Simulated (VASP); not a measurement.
# C (C2/m) in VASP: single point with PBE+D3(BJ)

Aim: the single point of C with PBE+D3(BJ).

All numbers are computed with VASP 6.6.1; they aren't measurements. Logs are shortened: lines on timing, memory, paths and dates and some standing lists are left out, and cuts for length are marked.

### 1 The cell of the first run

It takes space group C2/m (No. 12, monoclinic). The conventional cell has a = 4.269 Å, b = 2.465 Å, c = 3.610 Å, α = 90.00°, β = 110.83°, γ = 90.00°. Within 1.9 Å of C (site symmetry m) lie 3 C at 1.42 Å.

### 2 Single point, PBE+D3(BJ) (shear of c along a, cell held: +4.0 %, then relaxed in part)

The input, INCAR:

```
PREC = Accurate
ENCUT = 520
EDIFF = 1E-6
ISMEAR = 0
SIGMA = 0.02
LREAL = False
LASPH = True
NELM = 100
ALGO = Normal
ISIF = 2
LWAVE = False
LCHARG = False
GGA = PE
IVDW = 12
NBANDS = 16
```

The input, KPOINTS:

```
Automatic mesh
0
Gamma
  8 12 8
```

The input, POSCAR:

```
C
1.0
    4.2694048708      0.0000000000      0.0000000000
    0.0000000000      2.4649234225      0.0000000000
   -1.2837234448      0.0000000000      3.3739455666
C
4
Direct
    0.8334041897      0.0000000000      0.0002211056
    0.6665958103      0.5000000000      0.9997788944
    0.3334041897      0.5000000000      0.0002211056
    0.1665958103      0.0000000000      0.9997788944
```

Potentials or basis: VASP PAW PBE potentials, release 64 (C).

The run is started by

```bash
> cat potpaw_PBE.64/C/POTCAR > POTCAR
> mpirun -np 1 vasp_std > vasp.out
```

OUTCAR:

```text
PREC = Accurate
   ENCUT = 520
   EDIFF = 1E-6
   ISMEAR = 0
   LREAL = False
   LASPH = True
   NELM = 100
   ISIF = 2
   GGA = PE
   IVDW = 12
 IVDW          = 12

 ion  position               nearest neighbor table
   1  0.833  0.000  0.000-   4 1.42   2 1.42   2 1.42
   2  0.667  0.500  1.000-   3 1.42   1 1.42   1 1.42
   3  0.333  0.500  0.000-   2 1.42   4 1.42   4 1.42
   4  0.167  0.000  1.000-   1 1.42   3 1.42   3 1.42

  LATTYP: Found a simple monoclinic cell.
 ALAT       =     3.6099106040
 B/A-ratio  =     0.6828211812
 C/A-ratio  =     1.1826899165
 COS(beta)  =    -0.3556108684

  Lattice vectors:

 A1 = (  -1.2837234448,   0.0000000000,   3.3739455666)
 A2 = (   0.0000000000,  -2.4649234225,   0.0000000000)
 A3 = (   4.2694048708,   0.0000000000,   0.0000000000)

Analysis of symmetry for initial positions (statically):
=====================================================================
 Subroutine PRICEL returns following result:

  LATTYP: Found a base centered monoclinic cell.
 ALAT       =     4.2694048708
 B/A-ratio  =     0.5773459058
 C/A-ratio  =     0.8455301648
 COS(beta)  =    -0.3556108684

  Lattice vectors:

 A1 = (   2.1347024354,  -1.2324617113,   0.0000000000)
 A2 = (   2.1347024354,   1.2324617113,   0.0000000000)
 A3 = (  -1.2837234448,   0.0000000000,   3.3739455666)

   2 primitive cells build up your supercell.

 Routine SETGRP: Setting up the symmetry group for a
 simple monoclinic supercell.

 Subroutine GETGRP returns: Found  4 space group operations
 (whereof  4 operations were pure point group operations)
 out of a pool of  4 trial point group operations.

The static configuration has the point symmetry C_2h.

Analysis of symmetry for dynamics (positions and initial velocities):
=====================================================================
 Subroutine PRICEL returns following result:

  LATTYP: Found a base centered monoclinic cell.
 ALAT       =     4.2694048708
 B/A-ratio  =     0.5773459058
 C/A-ratio  =     0.8455301648
 COS(beta)  =    -0.3556108684

  Lattice vectors:

 A1 = (   2.1347024354,  -1.2324617113,   0.0000000000)
 A2 = (   2.1347024354,   1.2324617113,   0.0000000000)
 A3 = (  -1.2837234448,   0.0000000000,   3.3739455666)

   2 primitive cells build up your supercell.

 Routine SETGRP: Setting up the symmetry group for a
 simple monoclinic supercell.

 Subroutine GETGRP returns: Found  4 space group operations
 (whereof  4 operations were pure point group operations)
 out of a pool of  4 trial point group operations.

The dynamic configuration has the point symmetry C_2h.

 Subroutine INISYM returns: Found  4 space group operations
 (whereof  4 operations are pure point group operations),
 and found     2 'primitive' translations

----------------------------------------------------------------------------------------

                                     Primitive cell

  volume of cell :      17.7533

  direct lattice vectors                    reciprocal lattice vectors
     2.134702435 -1.232461711  0.000000000     0.234224682 -0.405692116  0.089118129
     2.134702435  1.232461711  0.000000000     0.234224682  0.405692116  0.089118129
    -1.283723445  0.000000000  3.373945567     0.000000000  0.000000000  0.296388896

  length of vectors
     2.464937394  2.464937394  3.609910604     0.476853579  0.476853579  0.296388896

  position of ions in fractional coordinates (direct lattice)
     0.833404190  0.833404190  0.000221106
     0.166595810  0.166595810  0.999778894

  ion indices of the primitive-cell ions
   primitive index   ion index
                 1           1
                 2           4

----------------------------------------------------------------------------------------

 KPOINTS: Automatic mesh

Automatic generation of k-mesh.
 Grid dimensions read from file:
 generate k-points for:    8   12    8

 Generating k-lattice:

  Cartesian coordinates                     Fractional coordinates (reciprocal lattice)
     0.029278085  0.000000000  0.011139766     0.125000000  0.000000000  0.000000000
     0.000000000  0.033807676  0.000000000     0.000000000  0.083333333  0.000000000
     0.000000000  0.000000000  0.037048612     0.000000000  0.000000000  0.125000000

  Length of vectors
     0.031325719  0.033807676  0.037048612

  Shift w.r.t. Gamma in fractional coordinates (k-lattice)
     0.000000000  0.000000000  0.000000000

 Subroutine IBZKPT returns following result:
 ===========================================

 Found    238 irreducible k-points:

 Following reciprocal coordinates:
            Coordinates               Weight
  0.000000  0.000000  0.000000      1.000000
  0.125000  0.000000  0.000000      2.000000
  0.250000  0.000000  0.000000      2.000000
  0.375000  0.000000  0.000000      2.000000
  0.500000  0.000000  0.000000      1.000000
  0.000000  0.083333  0.000000      2.000000
[... 16 lines left out ...]
  0.250000  0.333333  0.000000      4.000000
  0.375000  0.333333  0.000000      4.000000
 [... further k-points ...]
   k-points           NKPTS =    238   k-points in BZ     NKDIM =    238   number of bands    NBANDS=     16
   number of dos      NEDOS =    301   number of ions     NIONS =      4
   total plane-waves  NPLWV =  16128
   dimension x,y,z NGX =    32 NGY =   18 NGZ =   28
   dimension x,y,z NGXF=    64 NGYF=   36 NGZF=   56
   ions per type =               4
   NGX,Y,Z   is equivalent  to a cutoff of  12.46, 12.14, 12.89 a.u.
   NGXF,Y,Z  is equivalent  to a cutoff of  24.92, 24.28, 25.79 a.u.
 SYSTEM =  unknown system
   PREC   = accura    normal or accurate (medium, high low for compatibility)
   ISTART =      0    job   : 0-new  1-cont  2-samecut
   ICHARG =      2    charge: 1-file 2-atom 10-const
   ISPIN  =      1    spin polarized calculation?
   LNONCOLLINEAR =      F non collinear calculations
   LSORBIT =      F    spin-orbit coupling
   LASPH  =      T    aspherical Exc in radial PAW
   ENCUT  =  520.0 eV  38.22 Ry    6.18 a.u.   7.94  4.58  6.71*2*pi/ulx,y,z
   NELM   =    100;   NELMIN=  2; NELMDL= -5     # of ELM steps
   EDIFF  = 0.1E-05   stopping-criterion for ELM
   LREAL  =      F    real-space projection
   EDIFFG = 0.1E-04   stopping-criterion for IOM
   NSW    =      0    number of steps for IOM
   IBRION =     -1    ionic relax: 0-MD 1-quasi-New 2-CG
   NFREE  =      0    steps in history (QN), initial steepest desc. (CG)
   ISIF   =      2    stress and relaxation
   ISYM   =      2    0-nonsym 1-usesym 2-fastsym
   POTIM  = 0.5000    time-step for ionic-motion
   TEBEG  =    0.0;   TEEND  =   0.0 temperature during run
   PSTRESS=    0.0 pullay stress
   NELECT =      16.0000    total number of electrons
   NUPDOWN=      -1.0000    fix difference up-down
   EMIN   =  10.00;   EMAX   =-10.00  energy-range for DOS
   EFERMI =   0.00;   METHOD = LEGACY
   ISMEAR =     0;   SIGMA  =   0.02  broadening in eV -4-tet -1-fermi 0-gaus
   EFERMI_NEDOS =   21; number of points for ismear=-14 and -15
   IALGO  =     38    algorithm
   IMIX   =      4    mixing-type and parameters
     AMIX     =   0.40;   BMIX     =  1.00
     AMIX_MAG =   1.60;   BMIX_MAG =  1.00
  volume/ion in A,a.u.               =       8.88        59.90
  Fermi-wavevector in a.u.,A,eV,Ry     =   1.255101  2.371796 21.432952  1.575278
  Thomas-Fermi vector in A             =   2.388874
   LORBIT       =      0    0 simple, 1 ext, 2 COOP (PROOUT), +10 PAW based schemes
   GGA     = PE    functional components
   LHFCALC =     F    Hartree Fock is set to
   AEXX    =    0.0000 exact exchange contribution
   IVDW    =    12    specifies the selected vdW correction
   LEPSILON=     F    determine dielectric tensor
   LRPA    =     F    only Hartree local field effects (RPA)
 non-spin polarized calculation
 Gauss-broadening in eV      SIGMA  =   0.02
  energy-cutoff  :      520.00
  volume of cell :       35.51
 maximum number of plane-waves:       977
   NGX = 15   NGY =  9   NGZ = 13

 number of electron      16.0000002 magnetization

 Free energy of the ion-electron system (eV)
  ---------------------------------------------------
  ext. energy  EPLUGINS =         0.00000000
  ---------------------------------------------------
  free energy    TOTEN  =       -36.84769855 eV

  energy without entropy =      -36.84769855  energy(sigma->0) =      -36.84769855

 E-fermi :   4.5112     XC(G=0): -10.2847

 val. band max:        4.4312019207   @ k =   0.0000   0.3333   0.0000
 cond. band min:       4.8417172864   @ k =   0.0000   0.3333   0.5000
 fundamental gap:      0.4105153657
 Fermi energy:         4.5111706713

 k-point     1 :       0.0000    0.0000    0.0000
  band No.  band energies     occupation
      1     -15.0182      2.00000
      2      -9.5938      2.00000
      3      -8.5647      2.00000
      4      -1.9499      2.00000
      5      -1.7878      2.00000
      6       1.6252      2.00000
[... 8 lines left out ...]
     15      17.2704      0.00000
     16      17.6241      0.00000

 k-point     2 :       0.1250    0.0000    0.0000
  band No.  band energies     occupation
      1     -14.9212      2.00000
      2     -10.5012      2.00000
      3      -7.5268      2.00000
      4      -1.8766      2.00000
      5      -1.6953      2.00000
      6       1.2587      2.00000
[... 8 lines left out ...]
     15      16.5131      0.00000
     16      17.4407      0.00000

 k-point     3 :       0.2500    0.0000    0.0000
  band No.  band energies     occupation
      1     -14.6313      2.00000
      2     -11.6392      2.00000
      3      -6.0042      2.00000
      4      -1.6537      2.00000
      5      -1.4222      2.00000
      6       0.2592      2.00000
[... 8 lines left out ...]
     15      14.8398      0.00000
     16      18.0035      0.00000
[... 362 lines left out ...]
 k-point    23 :       0.2500    0.3333    0.0000
  band No.  band energies     occupation
      1     -12.6763      2.00000
      2      -9.8391      2.00000
      3      -7.1062      2.00000
      4      -4.4272      2.00000
      5      -4.1900      2.00000
      6      -1.0772      2.00000
[... 8 lines left out ...]
     15      17.7061      0.00000
     16      19.2894      0.00000

 k-point    24 :       0.3750    0.3333    0.0000
  band No.  band energies     occupation
      1     -12.2118      2.00000
      2     -10.7729      2.00000
      3      -6.6349      2.00000
      4      -5.2707      2.00000
      5      -2.9565      2.00000
      6      -1.2118      2.00000
[... 8 lines left out ...]
     15      18.1603      0.00000
     16      19.9249      0.00000

 [... further k-points ...]

------------------------ aborting loop because EDIFF is reached ----------------------------------------

 Edisp (eV)   -0.62116

 E8    (eV) :    -0.1759

  FORCE on cell =-STRESS in cart. coord.  units (eV):
  Direction    XX          YY          ZZ          XY          YZ          ZX
  --------------------------------------------------------------------------------------
  -------------------------------------------------------------------------------------
  Total       0.18524     0.15273    -0.04825     0.00000     0.00000    -0.04732
  in kB       8.35860     6.89187    -2.17729     0.00000     0.00000    -2.13517
  external pressure =        4.36 kB  Pullay stress =        0.00 kB

 VOLUME and BASIS-vectors are now :
 -----------------------------------------------------------------------------
  energy-cutoff  :      520.00
  volume of cell :       35.51
      direct lattice vectors                 reciprocal lattice vectors
     4.269404871  0.000000000  0.000000000     0.234224682  0.000000000  0.089118129
     0.000000000  2.464923423  0.000000000     0.000000000  0.405692116  0.000000000
    -1.283723445  0.000000000  3.373945567     0.000000000  0.000000000  0.296388896

 POSITION                                       TOTAL-FORCE (eV/Angst)
 -----------------------------------------------------------------------------------
      3.55786      0.00000      0.00075        -0.001780      0.000000     -0.003202
      1.56253      1.23246      3.37320         0.001780      0.000000      0.003202
      1.42315      1.23246      0.00075        -0.001780     -0.000000     -0.003202
     -0.57217      0.00000      3.37320         0.001780     -0.000000      0.003202
 -----------------------------------------------------------------------------------
    total drift:                               -0.000000     -0.000000      0.000000

  FREE ENERGIE OF THE ION-ELECTRON SYSTEM (eV)
  ---------------------------------------------------
  free  energy   TOTEN  =       -37.4688603791 eV

  energy  without entropy=      -37.4688603791  energy(sigma->0) =      -37.46886038
```

It took 28 s on 1 thread of Intel Xeon 6975P-C (Granite Rapids), shared host; peak memory 0.22 GiB.

Results:

```yaml
Free_energy: -37.4689 eV
Pressure: 0.4 GPa
Largest_force: 0.004 eV/Å
Band_gap_on_the_k_mesh: 0.41 eV
Dispersion_energy_per_atom: -0.155 eV
```

Forces on the atoms (eV/Å):
```
C   -0.002  0.000 -0.003
C    0.002  0.000  0.003
C   -0.002  0.000 -0.003
C    0.002  0.000  0.003
```

Caveat: the cell differs from its parent crystal (shear of c along a, cell held: +4.0 %, then relaxed in part).
